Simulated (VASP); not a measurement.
Set up this calculation in VASP 6.6.1, as the native input.

```
Task                   : single point
Functional             : PBEsol
Potentials or basis    : VASP PAW PBE potentials, release 64 (F_h)
Cutoff                 : 910 eV
k mesh                 : 4 × 4 × 2
Occupations            : gaussian, width 0.05 eV
Spin                   : no spin polarisation
Dipole correction      : no
Further INCAR settings : ALGO = Normal; EDIFF = 1e-06; NBANDS = 22
```

The structure of F lies in POSCAR:

```
F
1.0
    3.2417476322     -1.8043225525     -0.2500315435
    3.2417476322      1.8043225525     -0.2500315435
   -2.4551525991      0.0000000000      7.2331109735
F
4
Direct
    0.0848459664      0.0848459664      0.0940038325
    0.9151540336      0.9151540336      0.9059961675
    0.5015719855      0.5015719855      0.5937195244
    0.4984280145      0.4984280145      0.4062804756
```

One way to write it, as run:

INCAR

```
SYSTEM = F
  ALGO = Normal
  EDIFF = 1E-6
  ENCUT = 910
  GGA = PS
  GGA_COMPAT = .False.
  ISIF = 2
  ISMEAR = 0
  LASPH = .True.
  LCHARG = .False.
  LREAL = .False.
  LWAVE = .False.
  NBANDS = 22
  NELM = 120
  PREC = Accurate
  SIGMA = 0.05
```

KPOINTS

```
k-points
0
Gamma
  4 4 2
  0 0 0
```

Potentials or basis: VASP PAW PBE potentials, release 64 (F_h).

The run is started by

```sh
$ cat potpaw_PBE.64/F_h/POTCAR > POTCAR
$ mpirun -np 1 vasp_std > vasp.out
```

It gave:

| Item | Value |
| --- | --- |
| Pressure | -2.4 GPa |
| Largest force | 0.803 eV/Å |
| Band gap on the k mesh | 2.86 eV (least direct gap 2.94 eV) |

Caveat: the k points lie up to 0.51 Å⁻¹ apart; the cutoff is under 1.25 times the usual one of these potentials, so pressure, stress and relaxed cells hold a basis-set (Pulay) error; the PAW data sets were made with another functional, which shifts forces and pressure a little.

It took 33 s on 1 thread of Intel(R) Xeon(R) 6975P-C (Granite Rapids), on a shared host, peak memory 0.33 GiB.
